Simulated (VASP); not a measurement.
Fe, 1 atom in the cell. It takes space group Im-3m (No. 229, cubic). Conventional cell: a = 2.730 Å, b = 2.730 Å, c = 2.730 Å, α = 90.00°, β = 90.00°, γ = 90.00°. Within 3.1 Å of Fe (site symmetry m-3m) lie 14 Fe at 2.36 to 2.73 Å. 

| Quantity | Value |
| --- | --- |
| Program | VASP 6.6.1 |
| Task | single point |
| Functional | r2SCAN |
| Potentials or basis | VASP PAW PBE potentials, release 64 (Fe) |
| Cutoff | 520 eV |
| k mesh | 15 × 15 × 15 |
| Occupations | fermi-dirac, width 0.1 eV |
| Spin | no spin polarisation |
| Dipole correction | no |
| Further INCAR settings | ALGO = Normal; EDIFF = 1e-06; NBANDS = 10 |

Potentials or basis: VASP PAW PBE potentials, release 64 (Fe).

Launch:

```bash
$ cat potpaw_PBE.64/Fe/POTCAR > POTCAR
$ cp INCAR.step1 INCAR
$ mpirun -np 1 vasp_std > vasp.out
$ cp INCAR.step2 INCAR
$ mpirun -np 1 vasp_std > vasp.out
```

Hardware: 1 thread of AMD EPYC 9R45 96-Core Processor (Zen 5) (shared host).

Estimate the wall time of this run.

It took 31 s on 1 thread of AMD EPYC 9R45 96-Core Processor (Zen 5), on a shared host, peak memory 0.1 GiB. Counts: k points 120.
